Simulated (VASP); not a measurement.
# As (R-3m) in VASP: notebook

Runs on As. Level: r2SCAN. Tasks: single point, relaxation of cell and atoms.

All numbers are computed with VASP 6.6.1; they aren't measurements. Logs are shortened: lines on timing, memory, paths and dates and some standing lists are left out, and cuts for length are marked.

### Step 1. The cell of the first run

Symmetry: R-3m, No. 166, trigonal system. The conventional cell has a = 3.743 Å, b = 3.743 Å, c = 11.355 Å, α = 90.00°, β = 90.00°, γ = 120.00°. As (site symmetry 3m) has 6 As at 2.51 to 3.31 Å within 3.4 Å.

### Step 2. Single point, r2SCAN

File POSCAR:

```
As
1.0
    1.8714974122      1.0805095365      3.7850845751
   -1.8714974122      1.0805095365      3.7850845751
    0.0000000000     -2.1610190677      3.7850845766
As
2
Direct
    0.7769219774      0.7769219774      0.7769219774
    0.2230780226      0.2230780226      0.2230780226
```

File INCAR.step1:

```
  PREC = Accurate
  ENCUT = 520
  ISMEAR = -1
  SIGMA = 0.1
  LREAL = False
  LASPH = True
  NELM = 60
  NBANDS = 12
  GGA = PE
  ALGO = Normal
  EDIFF = 1E-4
  LWAVE = True
  LCHARG = False
```

File INCAR.step2:

```
  PREC = Accurate
  ENCUT = 520
  EDIFF = 1E-6
  ISMEAR = -1
  SIGMA = 0.1
  LREAL = False
  LASPH = True
  NELM = 60
  ALGO = Normal
  ISIF = 2
  LWAVE = False
  LCHARG = True
  METAGGA = R2SCAN
  LMIXTAU = True
  LELF = True
  LVHAR = True
  NBANDS = 12
  ISTART = 1
```

File KPOINTS:

```
regular mesh
0
Gamma
  7 7 7
```

Potentials or basis: VASP PAW PBE potentials, release 64 (As).

On the command line:

```console
$ cat potpaw_PBE.64/As/POTCAR > POTCAR
$ cp INCAR.step1 INCAR
$ mpirun -np 1 vasp_std > vasp.out
$ cp INCAR.step2 INCAR
$ mpirun -np 1 vasp_std > vasp.out
```

OUTCAR:

```text
PREC = Accurate
   ENCUT = 520
   EDIFF = 1E-6
   ISMEAR = -1
   LREAL = False
   LASPH = True
   NELM = 60
   ISIF = 2
   METAGGA = R2SCAN
   ISTART = 1

 ion  position               nearest neighbor table
   1  0.777  0.777  0.777-   2 2.51   2 2.51   2 2.51
   2  0.223  0.223  0.223-   1 2.51   1 2.51   1 2.51

  LATTYP: Found a trigonal (rhomboedric) cell.
 ALAT       =     4.3585397398
 COS(alpha) =     0.6312547477

  Lattice vectors:

 A1 = (   1.8714974122,   1.0805095365,   3.7850845751)
 A2 = (  -1.8714974122,   1.0805095365,   3.7850845751)
 A3 = (   0.0000000000,  -2.1610190677,   3.7850845766)

Analysis of symmetry for initial positions (statically):
=====================================================================
 Subroutine PRICEL returns:
 Original cell was already a primitive cell.

 Routine SETGRP: Setting up the symmetry group for a
 trigonal (rhombohedral) supercell.

 Subroutine GETGRP returns: Found 12 space group operations
 (whereof 12 operations were pure point group operations)
 out of a pool of 12 trial point group operations.

The static configuration has the point symmetry D_3d.

Analysis of symmetry for dynamics (positions and initial velocities):
=====================================================================
 Subroutine PRICEL returns:
 Original cell was already a primitive cell.

 Routine SETGRP: Setting up the symmetry group for a
 trigonal (rhombohedral) supercell.

 Subroutine GETGRP returns: Found 12 space group operations
 (whereof 12 operations were pure point group operations)
 out of a pool of 12 trial point group operations.

The dynamic configuration has the point symmetry D_3d.

 Subroutine INISYM returns: Found 12 space group operations
 (whereof 12 operations are pure point group operations),
 and found     1 'primitive' translations

----------------------------------------------------------------------------------------

                                     Primitive cell

  volume of cell :      45.9245

  direct lattice vectors                    reciprocal lattice vectors
     1.871497412  1.080509536  3.785084575     0.267165745  0.154248215  0.088064963
    -1.871497412  1.080509536  3.785084575    -0.267165745  0.154248215  0.088064963
     0.000000000 -2.161019068  3.785084577     0.000000000 -0.308496429  0.088064963

  length of vectors
[... 83 lines left out ...]
   LREAL  =      F    real-space projection
   EDIFFG = 0.1E-04   stopping-criterion for IOM
   NSW    =      0    number of steps for IOM
   IBRION =     -1    ionic relax: 0-MD 1-quasi-New 2-CG
   NFREE  =      0    steps in history (QN), initial steepest desc. (CG)
   ISIF   =      2    stress and relaxation
   ISYM   =      2    0-nonsym 1-usesym 2-fastsym
   POTIM  = 0.5000    time-step for ionic-motion
   TEBEG  =    0.0;   TEEND  =   0.0 temperature during run
   PSTRESS=    0.0 pullay stress
   NELECT =      10.0000    total number of electrons
   NUPDOWN=      -1.0000    fix difference up-down
   EMIN   =  10.00;   EMAX   =-10.00  energy-range for DOS
   EFERMI =   0.00;   METHOD = LEGACY
   ISMEAR =    -1;   SIGMA  =   0.10  broadening in eV -4-tet -1-fermi 0-gaus
   EFERMI_NEDOS =   21; number of points for ismear=-14 and -15
   IALGO  =     38    algorithm
   IMIX   =      4    mixing-type and parameters
     AMIX     =   0.40;   BMIX     =  1.00
     AMIX_MAG =   1.60;   BMIX_MAG =  1.00
  volume/ion in A,a.u.               =      22.96       154.96
  Fermi-wavevector in a.u.,A,eV,Ry     =   0.984903  1.861196 13.198101  0.970033
  Thomas-Fermi vector in A             =   2.116170
   LORBIT       =      0    0 simple, 1 ext, 2 COOP (PROOUT), +10 PAW based schemes
   METAGGA = R2SCAN    functional components
   LHFCALC =     F    Hartree Fock is set to
   AEXX    =    0.0000 exact exchange contribution
   IVDW    =     0    specifies the selected vdW correction
   LEPSILON=     F    determine dielectric tensor
   LRPA    =     F    only Hartree local field effects (RPA)
 non-spin polarized calculation
  energy-cutoff  :      520.00
  volume of cell :       45.92
 maximum number of plane-waves:      1249
   NGX = 17   NGY = 17   NGZ = 17

 number of electron      10.0000000 magnetization

 Free energy of the ion-electron system (eV)
  ---------------------------------------------------
  ext. energy  EPLUGINS =         0.00000000
  ---------------------------------------------------
  free energy    TOTEN  =       -29.41105249 eV

  energy without entropy =      -29.40585227  energy(sigma->0) =      -29.40845238

 E-fermi :   4.8667     XC(G=0): -10.0568

 val. band max:        4.7153888207   @ k =   0.4286   0.0000   0.0000
 cond. band min:       5.0451590415   @ k =   0.4286   0.1429   0.1429
 fundamental gap:      0.3297702208
 Fermi energy:         4.8667115573

 k-point     1 :       0.0000    0.0000    0.0000
  band No.  band energies     occupation
      1     -10.7547      2.00000
      2      -1.7810      2.00000
      3       1.8997      2.00000
      4       2.7171      2.00000
      5       2.7171      2.00000
      6       6.1746      0.00000
      7       7.4883      0.00000
      8       7.4883      0.00000
      9      12.5058      0.00000
     10      12.5058      0.00000
     11      13.0882      0.00000
     12      14.1428      0.00000
[... 331 lines left out ...]
 k-point    24 :       0.4286    0.2857    0.1429
  band No.  band energies     occupation
      1      -9.5315      2.00000
      2      -4.3391      2.00000
      3      -0.1213      2.00000
      4       1.2180      2.00000
      5       3.7604      1.99997
      6       6.7442      0.00000
      7       7.5402      0.00000
      8       8.7944      0.00000
      9      11.1362      0.00000
     10      14.0509      0.00000
     11      14.8325      0.00000
     12      15.7613      0.00000

 [... further k-points ...]
[... 5 lines left out ...]
  --------------------------------------------------------------------------------------
  -------------------------------------------------------------------------------------
  Total        0.0281007      0.0281007      0.0290627     -0.0000000      0.0000000      0.0000000
  in kB        0.9803536      0.9803536      1.0139175     -0.0000000      0.0000000      0.0000000
  external PRESSURE =       0.9915416 kB  Pullay stress =       0.0000000 kB

 VOLUME and BASIS-vectors are now :
 -----------------------------------------------------------------------------
  energy-cutoff  :      520.00
  volume of cell :       45.92
      direct lattice vectors                 reciprocal lattice vectors
     1.871497412  1.080509536  3.785084575     0.267165745  0.154248215  0.088064963
    -1.871497412  1.080509536  3.785084575    -0.267165745  0.154248215  0.088064963
     0.000000000 -2.161019068  3.785084577     0.000000000 -0.308496429  0.088064963

 POSITION                                       TOTAL-FORCE (eV/Angst)
 -----------------------------------------------------------------------------------
      0.00000      0.00000      8.82215         0.000000     -0.000000     -0.045981
      0.00000      0.00000      2.53311         0.000000      0.000000      0.045981
 -----------------------------------------------------------------------------------
    total drift:                                0.000000     -0.000000      0.000000

  FREE ENERGIE OF THE ION-ELECTRON SYSTEM (eV)
  ---------------------------------------------------
  free  energy   TOTEN  =       -29.4110524862 eV

  energy  without entropy=      -29.4058522749  energy(sigma->0) =      -29.40845238
```

OUTCAR.step1:

```text
PREC = Accurate
   ENCUT = 520
   ISMEAR = -1
   LREAL = False
   LASPH = True
[... 581 lines left out ...]
      0.00000      0.00000      8.82215         0.000000     -0.000000     -0.372914
      0.00000      0.00000      2.53311         0.000000      0.000000      0.372914
 -----------------------------------------------------------------------------------
    total drift:                                0.000000     -0.000000      0.000000

  FREE ENERGIE OF THE ION-ELECTRON SYSTEM (eV)
  ---------------------------------------------------
  free  energy   TOTEN  =        -9.3481034696 eV

  energy  without entropy=       -9.3419823870  energy(sigma->0) =       -9.34504293
```

OSZICAR.step1:

```text
N       E                     dE             d eps       ncg     rms          rms(c)
DAV:   1     0.300417986367E+02    0.30042E+02   -0.41439E+03  1056   0.686E+02
DAV:   2    -0.763357880616E+01   -0.37675E+02   -0.35926E+02  1408   0.108E+02
DAV:   3    -0.936017667981E+01   -0.17266E+01   -0.17210E+01  1360   0.247E+01
DAV:   4    -0.936983211988E+01   -0.96554E-02   -0.96545E-02  1200   0.207E+00
DAV:   5    -0.936986085216E+01   -0.28732E-04   -0.28732E-04  1344   0.123E-01    0.331E+00
DAV:   6    -0.935519198812E+01    0.14669E-01   -0.72186E-03  1228   0.498E-01    0.199E+00
DAV:   7    -0.934788898940E+01    0.73030E-02   -0.15851E-02  1228   0.758E-01    0.872E-02
DAV:   8    -0.934804350220E+01   -0.15451E-03   -0.56478E-04  1244   0.138E-01    0.334E-02
DAV:   9    -0.934810346965E+01   -0.59967E-04   -0.73575E-05   852   0.540E-02
   1 F= -.93481035E+01 E0= -.93450429E+01  d E =-.612108E-02
```

It took 62 s on 1 thread of Intel Xeon 8259CL, shared host; peak memory 0.19 GiB.

Results:

```yaml
Free_energy: -29.4111 eV
Pressure: 0.1 GPa
Largest_force: 0.046 eV/Å
Band_gap_on_the_k_mesh: zero (bands 5 and 6 overlap by 0.40 eV)
```

Forces in eV/Å, atoms in the order of the input:
```
As   0.000  0.000 -0.046
As   0.000  0.000  0.046
```

Caveat: the PAW data sets were made with another functional, which shifts forces and pressure a little.

### Step 3. Relaxation of cell and atoms, r2SCAN

This run uses another cell than the first one, of 21.53 Å³/atom.

File POSCAR:

```
As
1.0
    1.8807969000      1.0858786000      3.5140619900
   -1.8807969000      1.0858786000      3.5140619900
    0.0000000000     -2.1717571900      3.5140619900
As
2
Direct
    0.7739999997      0.7739999997      0.7740000033
    0.2259999997      0.2259999997      0.2260000008
```

File INCAR.step1:

```
SYSTEM = As
  PREC = Accurate
  ENCUT = 600
  ISMEAR = -1
  SIGMA = 0.1
  LREAL = .FALSE.
  LASPH = .TRUE.
  NELM = 100
  GGA = PE
  ALGO = Normal
  EDIFF = 1E-4
  LWAVE = .TRUE.
  LCHARG = .FALSE.
```

File INCAR.step2:

```
SYSTEM = As
  PREC = Accurate
  ENCUT = 600
  EDIFF = 1E-6
  ISMEAR = -1
  SIGMA = 0.1
  LREAL = .FALSE.
  LASPH = .TRUE.
  NELM = 100
  ALGO = Normal
  ISIF = 3
  LWAVE = .FALSE.
  LCHARG = .FALSE.
  METAGGA = R2SCAN
  LMIXTAU = .TRUE.
  IBRION = 2
  NSW = 80
  EDIFFG = -0.01
  ISTART = 1
```

File KPOINTS:

```
regular mesh
0
G
  7 7 7
  0 0 0
```

Potentials or basis: VASP PAW PBE potentials, release 64 (As).

On the command line:

```console
$ cat potpaw_PBE.64/As/POTCAR > POTCAR
$ cp INCAR.step1 INCAR
$ mpirun -np 1 vasp_std > vasp.out
$ cp INCAR.step2 INCAR
$ mpirun -np 1 vasp_std > vasp.out
```

Wall time 12 min (1 thread of Intel Xeon 8259CL, shared host); peak memory 0.23 GiB.

The run converged. Its results:

| Property | Result |
| --- | --- |
| Free energy | -29.4116 eV |
| Relaxed volume | 22.82 Å³/atom |
| Relaxed cell | a = 4.329 Å, b = 4.329 Å, c = 4.329 Å, α = 51.33°, β = 51.33°, γ = 51.33° |
| Space group after relaxing (to 0.1 Å) | R-3m (No. 166) |
| Energy gained by relaxing | 5.5 meV/atom |
| Ionic steps | 11 |
| Pressure after relaxing | 0.0 GPa |
| Band gap on the k mesh | zero (bands 5 and 6 overlap by 0.36 eV) |

Step by step:
```csv
step,energy change (eV),largest force (eV/Å),pressure (GPa),volume (Å³)
1,0.0000,0.1526,1.90,43.06
2,-0.0022,0.2271,-1.24,44.67
3,-0.0058,0.0641,0.07,43.95
4,-0.0065,0.0480,0.06,44.07
5,-0.0081,0.0023,0.01,44.43
6,-0.0091,0.1142,-0.03,45.15
7,-0.0096,0.0947,-0.07,45.24
8,-0.0106,0.0329,-0.17,45.52
9,-0.0104,0.0953,-0.37,46.06
10,-0.0108,0.0196,-0.26,45.75
11,-0.0110,0.0008,-0.02,45.65
```

Final structure:
```cif
data_structure
_symmetry_space_group_name_H-M 'P 1'
_symmetry_Int_Tables_number 1
_cell_length_a 4.3288
_cell_length_b 4.3288
_cell_length_c 4.3288
_cell_angle_alpha 51.334
_cell_angle_beta 51.334
_cell_angle_gamma 51.334
_cell_volume 45.65
loop_
_atom_site_label
_atom_site_type_symbol
_atom_site_fract_x
_atom_site_fract_y
_atom_site_fract_z
_atom_site_occupancy
As1 As 0.77634 0.77634 0.77634 1
As2 As 0.22366 0.22366 0.22366 1
```

Levels at points of the mesh, in eV from the Fermi level:
```
           k point  band 2  band 3  band 4  band 5  band 6  band 7  band 8  band 9
(0.00, 0.00, 0.00)   -6.58   -2.95   -2.17   -2.17    1.35    2.65    2.65    7.57
```

Caveat: the PAW data sets were made with another functional, which shifts forces and pressure a little.
